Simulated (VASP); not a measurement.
Here is a VASP 6.6.1 calculation.

Contents of INCAR:

```
PREC = Accurate
ENCUT = 500
EDIFF = 1E-6
ISMEAR = -1
SIGMA = 0.03
LREAL = F
LASPH = T
NELM = 120
ALGO = Normal
ISIF = 2
LWAVE = F
LCHARG = T
GGA = PS
LELF = T
LVHAR = T
NBANDS = 15
GGA_COMPAT = F
```

The input KPOINTS:

```
Automatic mesh
0
Gamma
  6 6 6
```

File POSCAR:

```
CsCl
1.0
    4.1230000000     -0.0206150000     -0.0206150000
   -0.0206150000      4.1230000000     -0.0206150000
   -0.0206150000     -0.0206150000      4.1230000000
Cs Cl
1 1
Direct
    0.0000000000      0.0000000000      0.0000000000
    0.5000000000      0.5000000000      0.5000000000
```

Potentials or basis: VASP PAW PBE potentials, release 64 (Cs_sv, Cl).

Launch:

```bash
$ cat potpaw_PBE.64/Cs_sv/POTCAR potpaw_PBE.64/Cl/POTCAR > POTCAR
$ mpirun -np 1 vasp_std > vasp.out
```

Task: Predict the band gap on the k mesh.

Result: 5.04 eV, direct.

Task: What does it give for the pressure?

Result: -0.6 GPa.

Stress tensor (GPa, compression positive):
```
-0.63  0.07  0.07
 0.07 -0.63  0.07
 0.07  0.07 -0.63
```

Caveat: the cell differs from its parent crystal (equal xy, yz and zx shear strains of -1 %); the PAW data sets were made with another functional, which shifts forces and pressure a little; spin-orbit coupling is left out, which moves the levels of the heavy elements. A k mesh can miss the band edges.
